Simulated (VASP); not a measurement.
# Mg (Cmcm) in VASP: single point with PBEsol

Aim: the single point of Mg with PBEsol.

Everything below comes from runs of VASP 6.6.1. Logs are shortened: lines on timing, memory, paths and dates and some standing lists are left out, and cuts for length are marked.

### 1 The cell of the first run

Symmetry: Cmcm, No. 63, orthorhombic system. Conventional cell: a = 14.800 Å, b = 5.932 Å, c = 5.926 Å, α = 90.00°, β = 90.00°, γ = 90.00°. Within 5.4 Å of Mg (site symmetry m2m) lie 4 Mg at 4.12 to 4.26 Å.

### 2 Single point, PBEsol

The input, INCAR:

```
ALGO = Normal
EDIFF = 1E-6
ENCUT = 600
GGA = PS
GGA_COMPAT = F
ISIF = 2
ISMEAR = 0
LASPH = T
LCHARG = T
LELF = T
LREAL = F
LVHAR = T
LWAVE = F
NBANDS = 9
NELM = 120
PREC = Accurate
SIGMA = 0.05
```

The input, KPOINTS:

```
k-points
0
Gamma
  4 4 4
```

The input, POSCAR:

```
Mg
1.0
    7.3998150000     -2.9660560000      0.0000000000
    7.3998150000      2.9660560000      0.0000000000
    0.0000000000      0.0000000000      5.9260590000
Mg
2
Direct
    0.2585540000      0.7414460000      0.7500000000
    0.7414460000      0.2585540000      0.2500000000
```

Potentials or basis: VASP PAW PBE potentials, release 64 (Mg).

Launch:

```console
cat potpaw_PBE.64/Mg/POTCAR > POTCAR
mpirun -np 1 vasp_std > vasp.out
```

OUTCAR:

```text
EDIFF = 1E-6
   ENCUT = 600
   GGA = PS
   ISIF = 2
   ISMEAR = 0
   LASPH = T
   LREAL = F
   NELM = 120
   PREC = Accurate

 ion  position               nearest neighbor table
   1  0.259  0.741  0.750-
   2  0.741  0.259  0.250-

  LATTYP: Found a base centered orthorhombic cell.
 ALAT       =     5.9321120000
 B/A-ratio  =     2.4948332061
 C/A-ratio  =     0.9989796214

  Lattice vectors:

 A1 = (  -7.3998150000,  -2.9660560000,   0.0000000000)
 A2 = (   7.3998150000,  -2.9660560000,   0.0000000000)
 A3 = (   0.0000000000,   0.0000000000,   5.9260590000)

Analysis of symmetry for initial positions (statically):
=====================================================================
 Subroutine PRICEL returns:
 Original cell was already a primitive cell.

 Routine SETGRP: Setting up the symmetry group for a
 base centered orthorhombic supercell.

 Subroutine GETGRP returns: Found  8 space group operations
 (whereof  4 operations were pure point group operations)
 out of a pool of  8 trial point group operations.

The static configuration has the point symmetry C_2h.
 The point group associated with its full space group is D_2h.

Analysis of symmetry for dynamics (positions and initial velocities):
=====================================================================
 Subroutine PRICEL returns:
 Original cell was already a primitive cell.

 Routine SETGRP: Setting up the symmetry group for a
 base centered orthorhombic supercell.

 Subroutine GETGRP returns: Found  8 space group operations
 (whereof  4 operations were pure point group operations)
 out of a pool of  8 trial point group operations.

The dynamic configuration has the point symmetry C_2h.
 The point group associated with its full space group is D_2h.

 Subroutine INISYM returns: Found  8 space group operations
 (whereof  4 operations are pure point group operations),
 and found     1 'primitive' translations

----------------------------------------------------------------------------------------

                                     Primitive cell

  volume of cell :     260.1334

  direct lattice vectors                    reciprocal lattice vectors
     7.399815000 -2.966056000  0.000000000     0.067569257 -0.168574026  0.000000000
     7.399815000  2.966056000  0.000000000     0.067569257  0.168574026  0.000000000
     0.000000000  0.000000000  5.926059000     0.000000000  0.000000000  0.168746211

  length of vectors
     7.972123320  7.972123320  5.926059000     0.181611692  0.181611692  0.168746211

  position of ions in fractional coordinates (direct lattice)
     0.258554000  0.741446000  0.750000000
     0.741446000  0.258554000  0.250000000

  ion indices of the primitive-cell ions
   primitive index   ion index
                 1           1
                 2           2

----------------------------------------------------------------------------------------

 KPOINTS: k-points

Automatic generation of k-mesh.
 Grid dimensions read from file:
 generate k-points for:    4    4    4

 Generating k-lattice:

  Cartesian coordinates                     Fractional coordinates (reciprocal lattice)
     0.016892314 -0.042143506  0.000000000     0.250000000  0.000000000  0.000000000
     0.016892314  0.042143506  0.000000000     0.000000000  0.250000000  0.000000000
     0.000000000  0.000000000  0.042186553     0.000000000  0.000000000  0.250000000

  Length of vectors
     0.045402923  0.045402923  0.042186553

  Shift w.r.t. Gamma in fractional coordinates (k-lattice)
     0.000000000  0.000000000  0.000000000

 Subroutine IBZKPT returns following result:
 ===========================================

 Found     21 irreducible k-points:

 Following reciprocal coordinates:
            Coordinates               Weight
  0.000000  0.000000  0.000000      1.000000
  0.250000  0.000000  0.000000      4.000000
  0.500000  0.000000  0.000000      2.000000
  0.250000  0.250000  0.000000      2.000000
  0.500000  0.250000  0.000000      4.000000
 -0.250000  0.250000  0.000000      2.000000
[... 13 lines left out ...]
 -0.250000  0.250000  0.500000      2.000000
  0.500000  0.500000  0.500000      1.000000
   k-points           NKPTS =     21   k-points in BZ     NKDIM =     21   number of bands    NBANDS=      9
   number of dos      NEDOS =    301   number of ions     NIONS =      2
   total plane-waves  NPLWV = 196608
   dimension x,y,z NGX =    64 NGY =   64 NGZ =   48
   dimension x,y,z NGXF=   128 NGYF=  128 NGZF=   96
   ions per type =               2
   NGX,Y,Z   is equivalent  to a cutoff of  13.35, 13.35, 13.47 a.u.
   NGXF,Y,Z  is equivalent  to a cutoff of  26.69, 26.69, 26.93 a.u.
 SYSTEM =  unknown system
   PREC   = accura    normal or accurate (medium, high low for compatibility)
   ISTART =      0    job   : 0-new  1-cont  2-samecut
   ICHARG =      2    charge: 1-file 2-atom 10-const
   ISPIN  =      1    spin polarized calculation?
   LNONCOLLINEAR =      F non collinear calculations
   LSORBIT =      F    spin-orbit coupling
   LASPH  =      T    aspherical Exc in radial PAW
   ENCUT  =  600.0 eV  44.10 Ry    6.64 a.u.  15.92 15.92 11.84*2*pi/ulx,y,z
   NELM   =    120;   NELMIN=  2; NELMDL= -5     # of ELM steps
   EDIFF  = 0.1E-05   stopping-criterion for ELM
   LREAL  =      F    real-space projection
   EDIFFG = 0.1E-04   stopping-criterion for IOM
   NSW    =      0    number of steps for IOM
   IBRION =     -1    ionic relax: 0-MD 1-quasi-New 2-CG
   NFREE  =      0    steps in history (QN), initial steepest desc. (CG)
   ISIF   =      2    stress and relaxation
   ISYM   =      2    0-nonsym 1-usesym 2-fastsym
   POTIM  = 0.5000    time-step for ionic-motion
   TEBEG  =    0.0;   TEEND  =   0.0 temperature during run
   PSTRESS=    0.0 pullay stress
   NELECT =       4.0000    total number of electrons
   NUPDOWN=      -1.0000    fix difference up-down
   EMIN   =  10.00;   EMAX   =-10.00  energy-range for DOS
   EFERMI =   0.00;   METHOD = LEGACY
   ISMEAR =     0;   SIGMA  =   0.05  broadening in eV -4-tet -1-fermi 0-gaus
   EFERMI_NEDOS =   21; number of points for ismear=-14 and -15
   IALGO  =     38    algorithm
   IMIX   =      4    mixing-type and parameters
     AMIX     =   0.40;   BMIX     =  1.00
     AMIX_MAG =   1.60;   BMIX_MAG =  1.00
  volume/ion in A,a.u.               =     130.07       877.73
  Fermi-wavevector in a.u.,A,eV,Ry     =   0.407095  0.769299  2.254847  0.165727
  Thomas-Fermi vector in A             =   1.360511
   LORBIT       =      0    0 simple, 1 ext, 2 COOP (PROOUT), +10 PAW based schemes
   GGA     = PS    functional components
   LHFCALC =     F    Hartree Fock is set to
   AEXX    =    0.0000 exact exchange contribution
   IVDW    =     0    specifies the selected vdW correction
   LEPSILON=     F    determine dielectric tensor
   LRPA    =     F    only Hartree local field effects (RPA)
 non-spin polarized calculation
 Gauss-broadening in eV      SIGMA  =   0.05
  energy-cutoff  :      600.00
  volume of cell :      260.13
 maximum number of plane-waves:      8708
   NGX = 31   NGY = 31   NGZ = 23

 number of electron       4.0000000 magnetization

 Free energy of the ion-electron system (eV)
  ---------------------------------------------------
  ext. energy  EPLUGINS =         0.00000000
  ---------------------------------------------------
  free energy    TOTEN  =        -0.49596184 eV

  energy without entropy =       -0.49166343  energy(sigma->0) =       -0.49381264

 E-fermi :  -1.8313     XC(G=0):  -3.6368

 val. band max:       -1.8379362580   @ k =   0.0000   0.0000   0.0000
 cond. band min:      -1.8038044527   @ k =   0.5000   0.0000   0.5000
 fundamental gap:      0.0341318052
 Fermi energy:        -1.8313472015

 k-point     1 :       0.0000    0.0000    0.0000
  band No.  band energies     occupation
      1      -4.8168      2.00000
      2      -1.8379      1.14784
      3      -0.8781      0.00000
      4      -0.5673      0.00000
      5      -0.5326      0.00000
      6       0.8938      0.00000
      7       1.4298      0.00000
      8       1.5047      0.00000
      9       3.0680      0.00000

 k-point     2 :       0.2500    0.0000    0.0000
  band No.  band energies     occupation
      1      -4.5649      2.00000
      2      -2.7004      2.00000
      3      -0.7510      0.00000
      4      -0.3134      0.00000
      5      -0.0972      0.00000
      6       0.7033      0.00000
      7       1.3730      0.00000
      8       1.7005      0.00000
      9       1.9712      0.00000

 k-point     3 :       0.5000    0.0000    0.0000
  band No.  band energies     occupation
      1      -3.9009      2.00000
      2      -3.7463      2.00000
      3      -0.2989      0.00000
      4      -0.1945      0.00000
      5       0.3544      0.00000
      6       0.5501      0.00000
      7       0.7137      0.00000
      8       0.7832      0.00000
      9       2.5915      0.00000

 k-point     4 :       0.2500    0.2500    0.0000
  band No.  band energies     occupation
      1      -4.7968      2.00000
      2      -1.8380      1.14899
      3      -1.1986      0.00000
      4      -0.5503      0.00000
      5      -0.5499      0.00000
      6       1.3834      0.00000
      7       1.5611      0.00000
      8       1.6568      0.00000
      9       3.0529      0.00000
[... 169 lines left out ...]
 k-point    19 :       0.5000    0.2500    0.5000
  band No.  band energies     occupation
      1      -3.6261      2.00000
      2      -3.6261      2.00000
      3      -1.0504      0.00000
      4      -1.0504      0.00000
      5      -0.1921      0.00000
      6      -0.1921      0.00000
      7       2.5650      0.00000
      8       2.5650      0.00000
      9       2.6293      0.00000

 k-point    20 :      -0.2500    0.2500    0.5000
  band No.  band energies     occupation
      1      -3.3627      2.00000
      2      -3.3627      2.00000
      3      -1.8025      0.41491
      4      -1.8025      0.41491
      5       0.2069      0.00000
      6       0.2069      0.00000
      7       1.8439      0.00000
      8       1.8439      0.00000
      9       2.9881      0.00000

 k-point    21 :       0.5000    0.5000    0.5000
  band No.  band energies     occupation
      1      -3.8048      2.00000
      2      -3.8048      2.00000
      3      -0.4531      0.00000
      4      -0.4531      0.00000
      5       0.4209      0.00000
      6       0.4209      0.00000
      7       0.7387      0.00000
      8       0.7387      0.00000
      9       3.5876      0.00000

------------------------ aborting loop because EDIFF is reached ----------------------------------------

  FORCE on cell =-STRESS in cart. coord.  units (eV):
  Direction    XX          YY          ZZ          XY          YZ          ZX
  --------------------------------------------------------------------------------------
  -------------------------------------------------------------------------------------
  Total       -0.0164465     -1.4442798     -1.4460043      0.0000000      0.0000000      0.0000000
  in kB       -0.1012950     -8.8954056     -8.9060266      0.0000000      0.0000000      0.0000000
  external PRESSURE =      -5.9675757 kB  Pullay stress =       0.0000000 kB

 VOLUME and BASIS-vectors are now :
 -----------------------------------------------------------------------------
  energy-cutoff  :      600.00
  volume of cell :      260.13
      direct lattice vectors                 reciprocal lattice vectors
     7.399815000 -2.966056000  0.000000000     0.067569257 -0.168574026  0.000000000
     7.399815000  2.966056000  0.000000000     0.067569257  0.168574026  0.000000000
     0.000000000  0.000000000  5.926059000     0.000000000  0.000000000  0.168746211

 POSITION                                       TOTAL-FORCE (eV/Angst)
 -----------------------------------------------------------------------------------
      7.39982      1.43228      4.44454         0.000000     -0.013150     -0.000000
      7.39982     -1.43228      1.48151         0.000000      0.013150      0.000000
 -----------------------------------------------------------------------------------
    total drift:                               -0.000000     -0.000000     -0.000000

  FREE ENERGIE OF THE ION-ELECTRON SYSTEM (eV)
  ---------------------------------------------------
  free  energy   TOTEN  =        -0.4959618441 eV

  energy  without entropy=       -0.4916634348  energy(sigma->0) =       -0.49381264
```

Wall time 74 s (1 thread of Intel Xeon 8259CL, shared host); peak memory 0.46 GiB.

What came out:

- Free energy: -0.4960 eV
- Pressure: -0.6 GPa
- Largest force: 0.013 eV/Å

Forces in eV/Å, atoms in the order of the input:
```
Mg   0.000 -0.013  0.000
Mg   0.000  0.013  0.000
```

Caveat: the PAW data sets were made with another functional, which shifts forces and pressure a little.
